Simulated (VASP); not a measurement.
Here is a VASP 6.6.1 calculation.

Contents of INCAR:

```
SYSTEM = MgS
PREC     = Accurate       ! precision mode
ENCUT    = 520            ! plane-wave cutoff, eV
EDIFF    = 1E-8           ! SCF threshold, eV
ISMEAR   = 0              ! smearing method
SIGMA    = 0.01           ! smearing width, eV
LREAL    = .FALSE.        ! projectors in reciprocal space
LASPH    = .TRUE.         ! aspherical terms in the spheres
NELM     = 60             ! most SCF steps
ALGO     = Normal         ! electronic algorithm
ISIF     = 2              ! what is computed and relaxed
LWAVE    = .FALSE.        ! write WAVECAR
LCHARG   = .FALSE.        ! write CHGCAR
METAGGA  = R2SCAN         ! meta-GGA
LMIXTAU  = .TRUE.       
LCALCEPS = .TRUE.
```

Contents of KPOINTS:

```
Automatic mesh
0
G
  6 6 6
  0 0 0
```

Contents of POSCAR:

```
MgS
1.0
    0.0000000000      2.7459505360      2.7459505360
    2.7459505360      0.0000000000      2.7459505360
    2.7459505360      2.7459505360      0.0000000000
Mg S
1 1
Direct
    0.0000000000      0.0000000000      0.0000000000
    0.2500000000      0.2500000000      0.2500000000
```

Potentials or basis: VASP PAW PBE potentials, release 64 (Mg, S).

Launch:

```bash
$ cat potpaw_PBE.64/Mg/POTCAR potpaw_PBE.64/S/POTCAR > POTCAR
$ mpirun -np 1 vasp_std > vasp.out
```

(1) Estimate the electronic dielectric tensor (diagonal).

(2) Predict the Born charges (mean of the diagonal).

(3) Estimate the band gap on the k mesh.

Results:

(1) 3.77.

(2) Mg +1.84; S -1.84 e.

(3) 4.24 eV (least direct gap 4.63 eV).

Caveat: the cell differs from its parent crystal (strain -3.0%); the structure was generated, so it needn't be the stable form of MgS.
